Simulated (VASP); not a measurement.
# K2NiWO6 (I4/m) in VASP: single point with PBE

Aim: the single point of K2NiWO6 with PBE.

Program: VASP 6.6.1. These are calculated values, not measurements. Logs are shortened: lines on timing, memory, paths and dates and some standing lists are left out, and cuts for length are marked.

### 1 The cell of the first run

The structure is tetragonal, space group I4/m (No. 87). The conventional cell has a = 5.633 Å, b = 5.633 Å, c = 8.021 Å, α = 90.00°, β = 90.00°, γ = 90.00°. O (site symmetry m) has 1 W at 1.94 Å and 1 Ni at 2.07 Å and 4 K at 2.66 to 3.01 Å and 8 O at 2.75 to 2.93 Å within 3.1 Å. O (site symmetry 4) has 1 W at 1.97 Å and 1 Ni at 2.05 Å within 2.6 Å. Within 2.6 Å of W (site symmetry 4/m) lie 6 O at 1.94 to 1.97 Å. Within 3.5 Å of K (site symmetry -4) lie 12 O at 2.66 to 3.01 Å and 4 Ni at 3.46 Å and 4 W at 3.46 Å. Ni (site symmetry 4/m) has 6 O at 2.05 to 2.07 Å within 2.7 Å.

### 2 Single point, PBE

INCAR

```
PREC = Accurate
ENCUT = 520
EDIFF = 1E-6
ISMEAR = -1
SIGMA = 0.1
LREAL = False
LASPH = True
NELM = 60
ALGO = Normal
ISIF = 2
LWAVE = False
LCHARG = False
GGA = PE
NBANDS = 50
```

KPOINTS

```
regular mesh
0
Gamma
  6 6 6
```

POSCAR

```
K2NiWO6
1.0
    0.0000000000      5.6331310000      0.0000000000
    5.6331310000      0.0000000000      0.0000000000
    2.8165650000      2.8165650000     -4.0106820000
O W K Ni
6 1 2 1
Direct
    0.2270000000      0.2890000000      0.0000000000
    0.2890000000      0.7730000000      0.0000000000
    0.7730000000      0.7110000000      0.0000000000
    0.7110000000      0.2270000000      0.0000000000
    0.2550000000      0.2550000000      0.4900000000
    0.7450000000      0.7450000000      0.5100000000
    0.5000000000      0.5000000000      0.0000000000
    0.7500000000      0.2500000000      0.5000000000
    0.2500000000      0.7500000000      0.5000000000
    0.0000000000      0.0000000000      0.0000000000
```

Potentials or basis: VASP PAW PBE potentials, release 64 (O, W_sv, K_sv, Ni).

On the command line:

```bash
> cat potpaw_PBE.64/O/POTCAR potpaw_PBE.64/W_sv/POTCAR potpaw_PBE.64/K_sv/POTCAR potpaw_PBE.64/Ni/POTCAR > POTCAR
> mpirun -np 1 vasp_std > vasp.out
```

OUTCAR:

```text
PREC = Accurate
   ENCUT = 520
   EDIFF = 1E-6
   ISMEAR = -1
   LREAL = False
   LASPH = True
   NELM = 60
   ISIF = 2
   GGA = PE

 ion  position               nearest neighbor table
   1  0.227  0.289  0.000-   7 1.94  10 2.07   9 2.66   8 2.66
   2  0.289  0.773  0.000-   7 1.94  10 2.07   9 2.66   8 2.66
   3  0.773  0.711  0.000-   7 1.94  10 2.07   8 2.66   9 2.66
   4  0.711  0.227  0.000-   7 1.94  10 2.07   8 2.66   9 2.66
   5  0.255  0.255  0.490-   7 1.97  10 2.05   8 2.82   9 2.82   9 2.82   8 2.82
   6  0.745  0.745  0.510-   7 1.97  10 2.05   9 2.82   8 2.82   9 2.82   8 2.82
   7  0.500  0.500  0.000-   1 1.94   2 1.94   3 1.94   4 1.94   5 1.97   6 1.97   8 3.46   9 3.46
                             8 3.46   9 3.46   9 3.46   8 3.46   9 3.46   8 3.46
   8  0.750  0.250  0.500-   4 2.66   3 2.66   1 2.66   2 2.66   5 2.82   6 2.82   5 2.82   6 2.82
                             7 3.46   7 3.46   7 3.46   7 3.46
   9  0.250  0.750  0.500-   2 2.66   1 2.66   3 2.66   4 2.66   5 2.82   6 2.82   5 2.82   6 2.82
                             7 3.46   7 3.46   7 3.46   7 3.46
  10  0.000  0.000  0.000-   6 2.05   5 2.05   2 2.07   3 2.07   4 2.07   1 2.07

  LATTYP: Found a body centered tetragonal cell.
 ALAT       =     5.6331310000
 C/A-ratio  =     1.4239619139

  Lattice vectors:

 A1 = (  -2.8165650000,   2.8165660000,   4.0106820000)
 A2 = (   2.8165660000,  -2.8165650000,   4.0106820000)
 A3 = (   2.8165650000,   2.8165650000,  -4.0106820000)

Analysis of symmetry for initial positions (statically):
=====================================================================
 Subroutine PRICEL returns:
 Original cell was already a primitive cell.

 Routine SETGRP: Setting up the symmetry group for a
 body centered tetragonal supercell.

 Subroutine GETGRP returns: Found  8 space group operations
 (whereof  8 operations were pure point group operations)
 out of a pool of 16 trial point group operations.

The static configuration has the point symmetry C_4h.

Analysis of symmetry for dynamics (positions and initial velocities):
=====================================================================
 Subroutine PRICEL returns:
 Original cell was already a primitive cell.

 Routine SETGRP: Setting up the symmetry group for a
 body centered tetragonal supercell.

 Subroutine GETGRP returns: Found  8 space group operations
 (whereof  8 operations were pure point group operations)
 out of a pool of 16 trial point group operations.

The dynamic configuration has the point symmetry C_4h.

 Subroutine INISYM returns: Found  8 space group operations
[... 124 lines left out ...]
   NELECT =      78.0000    total number of electrons
   NUPDOWN=      -1.0000    fix difference up-down
   EMIN   =  10.00;   EMAX   =-10.00  energy-range for DOS
   EFERMI =   0.00;   METHOD = LEGACY
   ISMEAR =    -1;   SIGMA  =   0.10  broadening in eV -4-tet -1-fermi 0-gaus
   EFERMI_NEDOS =   21; number of points for ismear=-14 and -15
   IALGO  =     38    algorithm
   IMIX   =      4    mixing-type and parameters
     AMIX     =   0.40;   BMIX     =  1.00
     AMIX_MAG =   1.60;   BMIX_MAG =  1.00
  volume/ion in A,a.u.               =      12.73        85.88
  Fermi-wavevector in a.u.,A,eV,Ry     =   1.390594  2.627842 26.310293  1.933752
  Thomas-Fermi vector in A             =   2.514514
   LORBIT       =      0    0 simple, 1 ext, 2 COOP (PROOUT), +10 PAW based schemes
   GGA     = PE    functional components
   LHFCALC =     F    Hartree Fock is set to
   AEXX    =    0.0000 exact exchange contribution
   IVDW    =     0    specifies the selected vdW correction
   LEPSILON=     F    determine dielectric tensor
   LRPA    =     F    only Hartree local field effects (RPA)
 non-spin polarized calculation
  energy-cutoff  :      520.00
  volume of cell :      127.27
 maximum number of plane-waves:      3479
 NGX is ok and might be reduce to    42
   NGX = 21   NGY = 21   NGZ = 21

 number of electron      77.9999994 magnetization

 Free energy of the ion-electron system (eV)
  ---------------------------------------------------
  ext. energy  EPLUGINS =         0.00000000
  ---------------------------------------------------
  free energy    TOTEN  =       -64.85817491 eV

  energy without entropy =      -64.59006675  energy(sigma->0) =      -64.72412083

 E-fermi :   1.8814     XC(G=0): -10.6446

 val. band max:        1.8805463416   @ k =  -0.1667   0.0000   0.3333
 cond. band min:       1.8864975890   @ k =  -0.1667   0.5000   0.1667
 fundamental gap:      0.0059512475
 Fermi energy:         1.8813739466

 k-point     1 :       0.0000    0.0000    0.0000
  band No.  band energies     occupation
      1     -72.8615      2.00000
      2     -37.0208      2.00000
      3     -37.0208      2.00000
      4     -37.0105      2.00000
      5     -25.0115      2.00000
      6     -24.9526      2.00000
[... 1261 lines left out ...]
     49      12.0593      0.00000
     50      12.3006      0.00000

 [... further k-points ...]

------------------------ aborting loop because EDIFF is reached ----------------------------------------

  FORCE on cell =-STRESS in cart. coord.  units (eV):
  Direction    XX          YY          ZZ          XY          YZ          ZX
  --------------------------------------------------------------------------------------
  -------------------------------------------------------------------------------------
  Total       -4.5889073     -4.5889073     -4.8917635      0.0000009     -0.0000006     -0.0000006
  in kB      -57.7699425    -57.7699425    -61.5826113      0.0000109     -0.0000077     -0.0000077
  external PRESSURE =     -59.0408321 kB  Pullay stress =       0.0000000 kB

 VOLUME and BASIS-vectors are now :
 -----------------------------------------------------------------------------
  energy-cutoff  :      520.00
  volume of cell :      127.27
      direct lattice vectors                 reciprocal lattice vectors
     0.000000000  5.633131000  0.000000000     0.000000000  0.177521169  0.124667054
     5.633131000  0.000000000  0.000000000     0.177521169  0.000000000  0.124667054
     2.816565000  2.816565000 -4.010682000     0.000000000  0.000000000 -0.249334153

 POSITION                                       TOTAL-FORCE (eV/Angst)
 -----------------------------------------------------------------------------------
      1.62797      1.27872      0.00000        -0.459872      0.071141     -0.000000
      4.35441      1.62797      0.00000        -0.071141     -0.459872     -0.000000
      4.00516      4.35441      0.00000         0.459872     -0.071141     -0.000000
      1.27872      4.00516      0.00000         0.071141      0.459872      0.000000
      2.81657      2.81657     -1.96523        -0.000000     -0.000000     -0.045922
      5.63313      5.63313     -2.04545         0.000000      0.000000      0.045922
      2.81657      2.81657      0.00000        -0.000000      0.000000      0.000000
      2.81657      5.63313     -2.00534        -0.000000     -0.000000      0.000000
      5.63313      2.81657     -2.00534        -0.000000      0.000000      0.000000
      0.00000      0.00000      0.00000        -0.000000      0.000000      0.000000
 -----------------------------------------------------------------------------------
    total drift:                               -0.000000      0.000000     -0.000000

  FREE ENERGIE OF THE ION-ELECTRON SYSTEM (eV)
  ---------------------------------------------------
  free  energy   TOTEN  =       -64.8581749113 eV

  energy  without entropy=      -64.5900667460  energy(sigma->0) =      -64.72412083
```

OSZICAR:

```text
N       E                     dE             d eps       ncg     rms          rms(c)
[... 12 lines left out ...]
DAV:  13    -0.648599012176E+02    0.14953E-02   -0.86840E-03  5096   0.544E-01    0.126E+00
DAV:  14    -0.648588139545E+02    0.10873E-02   -0.29052E-03  5048   0.399E-01    0.672E-01
DAV:  15    -0.648584576260E+02    0.35633E-03   -0.11748E-03  5376   0.389E-01    0.452E-01
DAV:  16    -0.648582503783E+02    0.20725E-03   -0.18043E-04  4736   0.890E-02    0.248E-01
DAV:  17    -0.648581945517E+02    0.55827E-04   -0.47714E-05  4824   0.469E-02    0.909E-02
DAV:  18    -0.648581791375E+02    0.15414E-04   -0.16466E-05  4536   0.405E-02    0.472E-02
DAV:  19    -0.648581748891E+02    0.42484E-05   -0.63748E-06  3664   0.234E-02    0.721E-03
DAV:  20    -0.648581749113E+02   -0.22215E-07   -0.72724E-07  2656   0.565E-03
   1 F= -.64858175E+02 E0= -.64724121E+02  d E =-.268108E+00
```

stdout:

```text
POSCAR found type information on POSCAR O W K Ni
 POSCAR found :  4 types and      10 ions
 scaLAPACK will be used
 LDA part: xc-table for (Slater+PW92), standard interpolation
 POSCAR, INCAR and KPOINTS ok, starting setup
 FFT: planning ... GRIDC
 FFT: planning ... GRID_SOFT
 FFT: planning ... GRID
 WAVECAR not read
 entering main loop
```

Wall time 6.6 min (1 thread of AMD EPYC 7R43 (Zen 3), shared host); peak memory 0.35 GiB.

What came out:

```
Free energy            : -64.8582 eV
Pressure               : -5.9 GPa
Largest force          : 0.465 eV/Å
Band gap on the k mesh : zero (bands 39 and 40 overlap by 0.14 eV)
```

Forces in eV/Å, atoms in the order of the input:
```
O   -0.460  0.071  0.000
O   -0.071 -0.460  0.000
O    0.460 -0.071  0.000
O    0.071  0.460  0.000
O    0.000  0.000 -0.046
O    0.000  0.000  0.046
W    0.000  0.000  0.000
K    0.000  0.000  0.000
K    0.000  0.000  0.000
Ni   0.000  0.000  0.000
```

Caveat: the cell stands under tension; spin-orbit coupling is left out, which moves the levels of the heavy elements; the run has no spin polarisation, though such a crystal can be magnetic; semilocal functionals often make such compounds metallic where correlation or magnetic order opens a gap, which also shifts bond lengths.
